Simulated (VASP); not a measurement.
Here is a VASP 6.6.1 calculation.

Contents of INCAR:

```
PREC     = Accurate       # precision mode
ENCUT    = 520            # plane-wave cutoff, eV
EDIFF    = 1E-8           # SCF threshold, eV
ISMEAR   = -1             # smearing method
SIGMA    = 0.01           # smearing width, eV
LREAL    = F              # projectors in reciprocal space
LASPH    = T              # aspherical terms in the spheres
NELM     = 100            # most SCF steps
ALGO     = Normal         # electronic algorithm
ISIF     = 2              # what is computed and relaxed
LWAVE    = F              # write WAVECAR
LCHARG   = F              # write CHGCAR
GGA      = PS             # functional
LEFG     = T            
NBANDS   = 28             # bands
```

KPOINTS

```
regular mesh
0
Gamma
  7 7 3
```

Contents of POSCAR:

```
PbS
1.0
    2.9405000000     -2.9000000000      0.0000000000
    2.9405000000      2.9000000000      0.0000000000
   -1.0800500000      0.0000000000     11.4751042000
Pb S
2 2
Direct
    0.7756000000      0.7756000000      0.6363800000
    0.2244000000      0.2244000000      0.3636200000
    0.2684000000      0.2684000000      0.5986000000
    0.7316000000      0.7316000000      0.4014000000
```

Potentials or basis: VASP PAW PBE potentials, release 64 (Pb_d, S).

Launch:

```bash
$ cat potpaw_PBE.64/Pb_d/POTCAR potpaw_PBE.64/S/POTCAR > POTCAR
$ mpirun -np 1 vasp_std > vasp.out
```

Q: Predict the band gap on the k mesh.

A: 1.37 eV.

Q: Estimate the largest force.

A: 0.451 eV/Å.

Forces in eV/Å, atoms in the order of the input:
```
Pb  -0.001  0.000 -0.451
Pb   0.001  0.000  0.451
S   -0.004  0.000 -0.028
S    0.004  0.000  0.028
```

Caveat: the cell differs from its parent crystal (zz strain of -2 %); there is no dipole correction, which matters where the two faces differ; without QUAD_EFG the Cq values of the log hold for a quadrupole moment of 1 mb, not for the nuclei; the PAW data sets were made with another functional, which shifts forces and pressure a little; spin-orbit coupling is left out, which moves the levels of the heavy elements.
